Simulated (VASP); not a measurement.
Crystal: CoO.

```
CELL_PARAMETERS angstrom
0.00000 2.12453 -2.12453
0.00000 2.12453 2.12453
4.24906 0.00000 0.00000
ATOMIC_POSITIONS crystal
Co 0.00000 0.00000 0.00000
Co 0.50000 0.50000 0.50000
O 0.00000 0.00000 0.50000
O 0.50000 0.50000 0.00000
```

Base run:

* Program: VASP 6.6.1
* Functional: PBE
* Potentials or basis: VASP PAW PBE potentials, release 64 (Co, O)
* Cutoff: 520 eV
* k mesh: 10 × 10 × 6
* Occupations: gaussian, width 0.05 eV
* Spin: collinear spin, ferromagnetic start
* Starting moments: [3.0, 3.0, 0.0, 0.0] μB

Its results: pressure -0.9 GPa; net moment 5.78 μB per cell; site moments Co +2.54; O +0.29 μB.

Task: The run is repeated on the same cell with these changes: spin from collinear spin, ferromagnetic start to collinear spin, antiferromagnetic start; moments at the start from [3.0, 3.0, 0.0, 0.0] to [3.0, -3.0, 0.0, 0.0]. What comes out?

Result: Pressure -3.3 GPa; net moment 0.00 μB per cell; site moments Co +2.30, -2.30; O -0.10, +0.10 μB.
